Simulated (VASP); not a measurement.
# Sn (Im-3m) in VASP: notebook, part 3 of 3

VASP 6.6.1. Earlier steps stand in the parts before.

### Step 6. Single point, BLYP+D3(BJ)

This run uses another cell than the first one, of 27.28 Å³/atom, 1.003 times its volume.

Contents of INCAR:

```
PREC     = Accurate       # precision mode
ENCUT    = 520            # plane-wave cutoff, eV
EDIFF    = 1E-6           # SCF threshold, eV
ISMEAR   = -1             # smearing method
SIGMA    = 0.05           # smearing width, eV
LREAL    = F              # projectors in reciprocal space
LASPH    = T              # aspherical terms in the spheres
NELM     = 80             # most SCF steps
ALGO     = Normal         # electronic algorithm
ISIF     = 2              # what is computed and relaxed
LWAVE    = F              # write WAVECAR
LCHARG   = F              # write CHGCAR
GGA      = B5             # functional
ALDAX    = 1.0          
AGGAX    = 1.0          
AGGAC    = 1.0          
ALDAC    = 0.0          
IVDW     = 12             # dispersion correction
VDW_S6   = 1.0          
VDW_S8   = 2.6996       
VDW_A1   = 0.4298       
VDW_A2   = 4.2359       
NBANDS   = 13             # bands
```

Contents of KPOINTS:

```
Automatic mesh
0
Gamma
  10 10 10
```

Contents of POSCAR:

```
Sn
1.0
   -1.8963981307      1.8963981307      1.8963981307
    1.8963981307     -1.8963981307      1.8963981307
    1.8963981307      1.8963981307     -1.8963981307
Sn
1
Direct
    0.0000000000      0.0000000000      0.0000000000
```

Potentials or basis: VASP PAW PBE potentials, release 64 (Sn_d).

Command:

```bash
$ cat potpaw_PBE.64/Sn_d/POTCAR > POTCAR
$ mpirun -np 1 vasp_std > vasp.out
```

OUTCAR:

```text
PREC = Accurate
   ENCUT = 520
   EDIFF = 1E-6
   ISMEAR = -1
   LREAL = F
   LASPH = T
   NELM = 80
   ISIF = 2
   GGA = B5
   IVDW = 12
 IVDW          = 12

 ion  position               nearest neighbor table
   1  0.000  0.000  0.000-

  LATTYP: Found a body centered cubic cell.
 ALAT       =     3.7927962614

  Lattice vectors:

 A1 = (  -1.8963981307,   1.8963981307,   1.8963981307)
 A2 = (   1.8963981307,  -1.8963981307,   1.8963981307)
 A3 = (   1.8963981307,   1.8963981307,  -1.8963981307)

Analysis of symmetry for initial positions (statically):
=====================================================================
 Subroutine PRICEL returns:
 Original cell was already a primitive cell.

 Routine SETGRP: Setting up the symmetry group for a
 body centered cubic supercell.

 Subroutine GETGRP returns: Found 48 space group operations
[... 9 lines left out ...]

 Routine SETGRP: Setting up the symmetry group for a
 body centered cubic supercell.

 Subroutine GETGRP returns: Found 48 space group operations
[... 11 lines left out ...]
                                     Primitive cell

  volume of cell :      27.2803

  direct lattice vectors                    reciprocal lattice vectors
    -1.896398131  1.896398131  1.896398131     0.000000000  0.263657716  0.263657716
     1.896398131 -1.896398131  1.896398131     0.263657716  0.000000000  0.263657716
     1.896398131  1.896398131 -1.896398131     0.263657716  0.263657716  0.000000000

  length of vectors
     3.284657914  3.284657914  3.284657914     0.372868318  0.372868318  0.372868318

  position of ions in fractional coordinates (direct lattice)
     0.000000000  0.000000000  0.000000000

  ion indices of the primitive-cell ions
   primitive index   ion index
[... 86 lines left out ...]
   EMIN   =  10.00;   EMAX   =-10.00  energy-range for DOS
[... 5 lines left out ...]
     AMIX     =   0.40;   BMIX     =  1.00
     AMIX_MAG =   1.60;   BMIX_MAG =  1.00
  volume/ion in A,a.u.               =      27.28       184.10
  Fermi-wavevector in a.u.,A,eV,Ry     =   1.310694  2.476853 23.373705  1.717919
  Thomas-Fermi vector in A             =   2.441207
   LORBIT       =      0    0 simple, 1 ext, 2 COOP (PROOUT), +10 PAW based schemes
   GGA     = B5    functional components
   LHFCALC =     F    Hartree Fock is set to
   AEXX    =    0.0000 exact exchange contribution
   IVDW    =    12    specifies the selected vdW correction
   LEPSILON=     F    determine dielectric tensor
   LRPA    =     F    only Hartree local field effects (RPA)
 non-spin polarized calculation
  energy-cutoff  :      520.00
  volume of cell :       27.28
 maximum number of plane-waves:       751
   NGX = 13   NGY = 13   NGZ = 13

 number of electron      13.9999998 magnetization

 Free energy of the ion-electron system (eV)
  ---------------------------------------------------
  ext. energy  EPLUGINS =         0.00000000
  ---------------------------------------------------
  free energy    TOTEN  =        -2.88016679 eV

  energy without entropy =       -2.87263945  energy(sigma->0) =       -2.87640312

 E-fermi :   8.4814     XC(G=0):  -9.7372

 val. band max:        8.4793732448   @ k =  -0.4000   0.4000   0.4000
 cond. band min:       8.4817047078   @ k =   0.3000   0.0000   0.0000
 fundamental gap:      0.0023314630
 Fermi energy:         8.4813623215

 k-point     1 :       0.0000    0.0000    0.0000
  band No.  band energies     occupation
      1     -13.0324      2.00000
      2     -13.0324      2.00000
      3     -13.0324      2.00000
      4     -12.8919      2.00000
      5     -12.8919      2.00000
      6      -2.5455      2.00000
      7      16.1877      0.00000
      8      16.1877      0.00000
      9      16.1877      0.00000
     10      20.9385      0.00000
     11      20.9385      0.00000
     12      20.9385      0.00000
     13      21.2839      0.00000
[... 354 lines left out ...]
  band No.  band energies     occupation
      1     -13.0398      2.00000
      2     -12.9939      2.00000
      3     -12.9245      2.00000
      4     -12.9009      2.00000
      5     -12.8904      2.00000
      6      -0.3956      2.00000
      7       8.6555      0.05961
      8      12.2476      0.00000
      9      13.6455      0.00000
     10      17.6619      0.00000
     11      18.6731      0.00000
     12      19.7397      0.00000
     13      25.4107      0.00000

 [... further k-points ...]

------------------------ aborting loop because EDIFF is reached ----------------------------------------

 Edisp (eV)   -0.91522

 E8    (eV) :    -0.7028

  FORCE on cell =-STRESS in cart. coord.  units (eV):
  Direction    XX          YY          ZZ          XY          YZ          ZX
  --------------------------------------------------------------------------------------
  -------------------------------------------------------------------------------------
  Total      -0.00403    -0.00403    -0.00403     0.00000    -0.00000     0.00000
  in kB      -0.23664    -0.23664    -0.23664     0.00000    -0.00000     0.00000
  external pressure =       -0.24 kB  Pullay stress =        0.00 kB

 VOLUME and BASIS-vectors are now :
 -----------------------------------------------------------------------------
  energy-cutoff  :      520.00
  volume of cell :       27.28
      direct lattice vectors                 reciprocal lattice vectors
    -1.896398131  1.896398131  1.896398131     0.000000000  0.263657716  0.263657716
     1.896398131 -1.896398131  1.896398131     0.263657716  0.000000000  0.263657716
     1.896398131  1.896398131 -1.896398131     0.263657716  0.263657716  0.000000000

 POSITION                                       TOTAL-FORCE (eV/Angst)
 -----------------------------------------------------------------------------------
      0.00000      0.00000      0.00000        -0.000000      0.000000     -0.000000
 -----------------------------------------------------------------------------------
    total drift:                                0.000000      0.000000      0.000000

  FREE ENERGIE OF THE ION-ELECTRON SYSTEM (eV)
  ---------------------------------------------------
  free  energy   TOTEN  =        -3.7953880459 eV

  energy  without entropy=       -3.7878607023  energy(sigma->0) =       -3.79162437
```

stdout:

```text
POSCAR found type information on POSCAR Sn
 POSCAR found :  1 types and       1 ions
 scaLAPACK will be used
 -----------------------------------------------------------------------------
|                                                                             |
|                                                                             |
|     You enforced a specific xc type in the INCAR file but a different       |
|     I HOPE YOU KNOW WHAT YOU ARE DOING!                                     |
|                                                                             |
 -----------------------------------------------------------------------------

 LDA part: xc-table for (Slater(with rela. corr.)+VWN5), standard interpolation
 POSCAR, INCAR and KPOINTS ok, starting setup
 FFT: planning ... GRIDC
 FFT: planning ... GRID_SOFT
 FFT: planning ... GRID
 WAVECAR not read
 entering main loop
```

Run time: 13 s. Hardware: 1 thread of Intel Xeon Platinum 8559C (Emerald Rapids), shared host; peak memory 0.15 GiB.

Results:

- Free energy: -3.7954 eV
- Pressure: 0.0 GPa
- Band gap on the k mesh: zero (band 7 reaches 16.19 eV, above the bottom of band 8 at 6.35 eV)
- Dispersion energy per atom: -0.915 eV

Caveat: the PAW data sets were made with another functional, which shifts forces and pressure a little; spin-orbit coupling is left out, which moves the levels of the heavy elements; pairwise dispersion overbinds metals, which lowers pressure and volume.

### Step 7. Summary

| level | spin | cell | k mesh | smearing | gap on the mesh (eV) | pressure (GPa) |
| --- | --- | --- | --- | --- | --- | --- |
| PBEsol | non-collinear, zero start, SOC | a = 3.282 Å, angles 109.5°, 1 atom | 8 × 8 × 8 | gaussian 0.05 eV | - | -1.6 |
| revPBE+D3(BJ) | off | a = 3.221 Å, angles 109.5°, 1 atom | 10 × 10 × 10 | fermi-dirac 0.05 eV | none | 0.0 |
| revPBE+D4 | off | a = 3.237 Å, angles 109.5°, 1 atom | 10 × 10 × 10 | fermi-dirac 0.05 eV | none | -0.1 |
| BLYP+D3(BJ) | off | a = 3.285 Å, angles 109.5°, 1 atom | 10 × 10 × 10 | fermi-dirac 0.05 eV | none | 0.0 |

Alike in all rows: task single point; potentials or basis VASP PAW PBE potentials, release 64 (Sn_d); cutoff (eV) 520.

Caveats: the PAW data sets were made with another functional, which shifts forces and pressure a little; spin-orbit coupling is left out, which moves the levels of the heavy elements (some runs); pairwise dispersion overbinds metals, which lowers pressure and volume (some runs).

Total energies depend on the potentials used, so only differences within one code and one set of settings carry meaning.
